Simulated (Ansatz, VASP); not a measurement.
# Zr2Si3: VASP beside Ansatz

```
Zr Si
1.0
     5.20915    0.00000    0.00000
     0.00000    5.15799    0.00000
     0.00000    0.00000    5.20295
Zr Si
2 3
Direct
  0.50000 0.50000 0.50000
  0.50000 0.00000 0.50000
  0.00000 0.00000 0.50000
  0.50000 0.00000 0.00000
  0.00000 0.00000 0.00000
```

Change from the starting cell: species swapped into the Zr3Cd2 type (Pmmm, No. 47).

Alike in both runs: functional PBE; k mesh 4 × 4 × 4; occupations gaussian, width 0.1 eV; no spin polarisation.

Ansatz relaxed the structure, and its values are those at the end. VASP's run is a single point on that final structure, the one shown.

|  | VASP | Ansatz |
| --- | --- | --- |
| version | VASP 6.6.1 | Ansatz 0.2.0 |
| potentials or method | VASP PAW PBE potentials, release 64 (Zr_sv, Si), cutoff 520 eV | scalar-relativistic, plane waves, PAW |
| valence electrons in the cell | 36 | 36 |

```tsv
	VASP	Ansatz	Ansatz less VASP
gap on the k mesh at the Fermi level (eV)	none	none	-
pressure (GPa)	0.0	0.0	-0.03
```

A gap of «none» marks a metal or a gap that the smearing closes. The functional is the same, so the differences come from potentials, cutoffs and numerics.
